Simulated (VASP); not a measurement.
# GaSb (I-4m2) in VASP: notebook, part 2 of 2

VASP 6.6.1. Earlier steps stand in the parts before.

**4. Single point, PBEsol-based screened hybrid**

This run uses another cell than the first one, of 22.80 Å³/atom, 0.892 times its volume.

The input, POSCAR:

```
GaSb
1.0
   -2.6262759161      2.6262759161      1.6529415791
    2.6262759161     -2.6262759161      1.6529415791
    2.6262759161      2.6262759161     -1.6529415791
Sb Ga
1 1
Direct
    0.0000000000      0.0000000000      0.0000000000
    0.7500000000      0.2500000000      0.5000000000
```

The input, INCAR.step1:

```
PREC     = Accurate       # precision mode
ENCUT    = 520            # plane-wave cutoff, eV
EDIFF    = 1E-5           # SCF threshold, eV
ISMEAR   = -1             # smearing method
SIGMA    = 0.05           # smearing width, eV
LREAL    = F              # projectors in reciprocal space
LASPH    = T              # aspherical terms in the spheres
NELM     = 80             # most SCF steps
ALGO     = Normal         # electronic algorithm
ISIF     = 2              # what is computed and relaxed
LWAVE    = T              # write WAVECAR
LCHARG   = F              # write CHGCAR
GGA      = PE             # functional
NBANDS   = 16             # bands
```

The input, INCAR.step2:

```
PREC     = Accurate       # precision mode
ENCUT    = 520            # plane-wave cutoff, eV
EDIFF    = 1E-6           # SCF threshold, eV
ISMEAR   = -1             # smearing method
SIGMA    = 0.05           # smearing width, eV
LREAL    = F              # projectors in reciprocal space
LASPH    = T              # aspherical terms in the spheres
NELM     = 80             # most SCF steps
ALGO     = Normal         # electronic algorithm
ISIF     = 2              # what is computed and relaxed
LWAVE    = F              # write WAVECAR
LCHARG   = F              # write CHGCAR
GGA      = PS             # functional
LHFCALC  = T              # exact exchange
AEXX     = 0.25           # exact-exchange fraction
HFSCREEN = 0.207          # screening, 1/A
PRECFOCK = Normal       
ISTART   = 1            
NBANDS   = 16             # bands
```

The input, KPOINTS:

```
Automatic mesh
0
Gamma
  5 5 5
```

Potentials or basis: VASP PAW PBE potentials, release 64 (Sb, Ga_d).

Command:

```console
cat potpaw_PBE.64/Sb/POTCAR potpaw_PBE.64/Ga_d/POTCAR > POTCAR
cp INCAR.step1 INCAR
mpirun -np 1 vasp_std > vasp.out
cp INCAR.step2 INCAR
mpirun -np 1 vasp_std > vasp.out
```

OUTCAR:

```text
PREC = Accurate
   ENCUT = 520
   EDIFF = 1E-6
   ISMEAR = -1
   LREAL = F
   LASPH = T
   NELM = 80
   ISIF = 2
   GGA = PS
   LHFCALC = T
   AEXX = 0.25
   HFSCREEN = 0.207
   PRECFOCK = Normal
   ISTART = 1

 ion  position               nearest neighbor table
   1  0.000  0.000  0.000-   2 2.75   2 2.75   2 2.75   2 2.75
   2  0.750  0.250  0.500-   1 2.75   1 2.75   1 2.75   1 2.75

  LATTYP: Found a body centered tetragonal cell.
 ALAT       =     5.2525518322
 C/A-ratio  =     0.6293861087

  Lattice vectors:

 A1 = (  -2.6262759161,   2.6262759161,   1.6529415791)
 A2 = (   2.6262759161,  -2.6262759161,   1.6529415791)
 A3 = (   2.6262759161,   2.6262759161,  -1.6529415791)

Analysis of symmetry for initial positions (statically):
=====================================================================
 Subroutine PRICEL returns:
 Original cell was already a primitive cell.

 Routine SETGRP: Setting up the symmetry group for a
 body centered tetragonal supercell.

 Subroutine GETGRP returns: Found  8 space group operations
 (whereof  8 operations were pure point group operations)
 out of a pool of 16 trial point group operations.

The static configuration has the point symmetry D_2d.

Analysis of symmetry for dynamics (positions and initial velocities):
=====================================================================
 Subroutine PRICEL returns:
 Original cell was already a primitive cell.

 Routine SETGRP: Setting up the symmetry group for a
 body centered tetragonal supercell.

 Subroutine GETGRP returns: Found  8 space group operations
 (whereof  8 operations were pure point group operations)
[... 114 lines left out ...]
     AMIX     =   0.40;   BMIX     =  1.00
     AMIX_MAG =   1.60;   BMIX_MAG =  1.00
  volume/ion in A,a.u.               =      22.80       153.87
  Fermi-wavevector in a.u.,A,eV,Ry     =   1.200880  2.269334 19.621134  1.442113
  Thomas-Fermi vector in A             =   2.336704
   LORBIT       =      0    0 simple, 1 ext, 2 COOP (PROOUT), +10 PAW based schemes
   GGA     = PS    functional components
   LHFCALC =     T    Hartree Fock is set to
   PRECFOCK=normal    Normal, Fast or Accurate (Low or Medium for compatibility)
   ENCUT4O =  -1.0   cutoff for four orbital integrals eV
   NKREDX  =     1    reduce k-point grid by
   NKREDY  =     1    reduce k-point grid by
   NKREDZ  =     1    reduce k-point grid by
   AEXX    =    0.2500 exact exchange contribution
   HFSCREEN=    0.2070 screening length (either q_TF or 0.3 A-1)
   HFSCREENC=   0.2070 screening length for correlation (either q_TF or 0.3 A-1)
   ENCUTFOCK=  -1.0 apply spherical cutoff to Coloumb kernel
   IVDW    =     0    specifies the selected vdW correction
   LEPSILON=     F    determine dielectric tensor
   LRPA    =     F    only Hartree local field effects (RPA)
 non-spin polarized calculation
  energy-cutoff  :      520.00
  volume of cell :       45.60
 maximum number of plane-waves:      1246
 NGX is ok and might be reduce to    30
  NGX = 24; NGY = 24; NGZ = 24

 number of electron      17.9999997 magnetization

 Free energy of the ion-electron system (eV)
  ---------------------------------------------------
  ext. energy  EPLUGINS =         0.00000000
  ---------------------------------------------------
  free energy    TOTEN  =        -8.87435667 eV

  energy without entropy =       -8.86243117  energy(sigma->0) =       -8.86839392

 E-fermi :   6.8694     XC(G=0):  -8.7457

 val. band max:        6.8538671874   @ k =  -0.4000   0.2000  -0.0000
 cond. band min:       7.3766175994   @ k =   0.4000   0.2000   0.0000
 fundamental gap:      0.5227504120
 Fermi energy:         6.8693555100

 k-point     1 :       0.0000    0.0000    0.0000
  band No.  band energies     occupation
      1     -10.9160      2.00000
      2     -10.8523      2.00000
      3     -10.8356      2.00000
      4     -10.8356      2.00000
      5     -10.8311      2.00000
      6      -6.8514      2.00000
[... 319 lines left out ...]
      3     -10.8416      2.00000
      4     -10.8416      2.00000
      5     -10.7969      2.00000
      6      -2.7316      2.00000
[... 8 lines left out ...]
     15      19.0963      0.00000
     16      22.2010      0.00000

------------------------ aborting loop because EDIFF is reached ----------------------------------------

  FORCE on cell =-STRESS in cart. coord.  units (eV):
  Direction    XX          YY          ZZ          XY          YZ          ZX
  --------------------------------------------------------------------------------------
  -------------------------------------------------------------------------------------
  Total       -0.1688929     -0.1688929     -0.1153154      0.0000000     -0.0000000      0.0000000
  in kB       -5.9336743     -5.9336743     -4.0513507      0.0000000     -0.0000000      0.0000000
  external PRESSURE =      -5.3062331 kB  Pullay stress =       0.0000000 kB

 VOLUME and BASIS-vectors are now :
 -----------------------------------------------------------------------------
  energy-cutoff  :      520.00
  volume of cell :       45.60
      direct lattice vectors                 reciprocal lattice vectors
    -2.626275916  2.626275916  1.652941579     0.000000000  0.190383652  0.302491030
     2.626275916 -2.626275916  1.652941579     0.190383652  0.000000000  0.302491030
     2.626275916  2.626275916 -1.652941579     0.190383652  0.190383652  0.000000000

 POSITION                                       TOTAL-FORCE (eV/Angst)
 -----------------------------------------------------------------------------------
      0.00000      0.00000      0.00000         0.000000     -0.000000      0.000000
      0.00000      2.62628      0.82647        -0.000000      0.000000     -0.000000
 -----------------------------------------------------------------------------------
    total drift:                               -0.000000      0.000000     -0.000001

  FREE ENERGIE OF THE ION-ELECTRON SYSTEM (eV)
  ---------------------------------------------------
  free  energy   TOTEN  =        -8.8743566729 eV

  energy  without entropy=       -8.8624311667  energy(sigma->0) =       -8.86839392
```

OUTCAR.step1:

```text
PREC = Accurate
   ENCUT = 520
   EDIFF = 1E-5
   ISMEAR = -1
   LREAL = F
[... 556 lines left out ...]
      0.00000      0.00000      0.00000         0.000000     -0.000000      0.000000
      0.00000      2.62628      0.82647        -0.000000      0.000000     -0.000000
 -----------------------------------------------------------------------------------
    total drift:                               -0.000001      0.000001      0.000000

  FREE ENERGIE OF THE ION-ELECTRON SYSTEM (eV)
  ---------------------------------------------------
  free  energy   TOTEN  =        -6.8593022123 eV

  energy  without entropy=       -6.8456422451  energy(sigma->0) =       -6.85247223
```

Run time: 34 min. Hardware: 1 thread of Intel Xeon Platinum 8488C (Sapphire Rapids), shared host; peak memory 0.29 GiB.

What came out:

```
Free energy            : -8.8744 eV
Pressure               : -0.5 GPa
Band gap on the k mesh : zero (band 9 reaches 9.39 eV, above the bottom of band 10 at 5.15 eV)
```

Stress tensor (GPa, compression positive):
```
-0.59  0.00  0.00
 0.00 -0.59  0.00
 0.00  0.00 -0.41
```

Levels at points of the mesh, in eV from the Fermi level:
```
           k point  band 6  band 7  band 8  band 9  band 10  band 11  band 12  band 13
(0.00, 0.00, 0.00)  -13.72   -1.88   -1.88   -1.70     4.16     4.88     7.52     8.47
```

Caveat: the k points lie up to 0.45 Å⁻¹ apart; the PAW data sets were made with another functional, which shifts forces and pressure a little; spin-orbit coupling is left out, which moves the levels of the heavy elements.

**5. Summary**

| level | potentials or basis | cell | k mesh | grid for exact exchange (PRECFOCK) | share of exact exchange | screening parameter | gap on the mesh (eV) | pressure (GPa) |
| --- | --- | --- | --- | --- | --- | --- | --- | --- |
| LDA | VASP PAW LDA potentials, release 64 (Sb, Ga_d) | a = 4.289 Å, angles 98.2, 98.2, 135.6°, 2 atoms | 10 × 10 × 10 | - | - | - | none | -6.5 |
| PBEsol | VASP PAW PBE potentials, release 64 (Sb, Ga_d) | a = 4.289 Å, angles 98.2, 98.2, 135.6°, 2 atoms | 10 × 10 × 10 | - | - | - | none | -5.2 |
| PBEsol-based screened hybrid | VASP PAW PBE potentials, release 64 (Sb, Ga_d) | a = 4.065 Å, angles 99.5, 99.5, 132.0°, 2 atoms | 5 × 5 × 5 | Normal | 0.25 | 0.207 1/Å | none | -0.5 |

Alike in all rows: task single point; no spin polarisation; cutoff (eV) 520; smearing fermi-dirac 0.05 eV.

Caveats: some runs use coarse meshes; spin-orbit coupling is left out, which moves the levels of the heavy elements; the PAW data sets were made with another functional, which shifts forces and pressure a little (some runs).

Absolute energies hang on the potentials; compare differences alone.
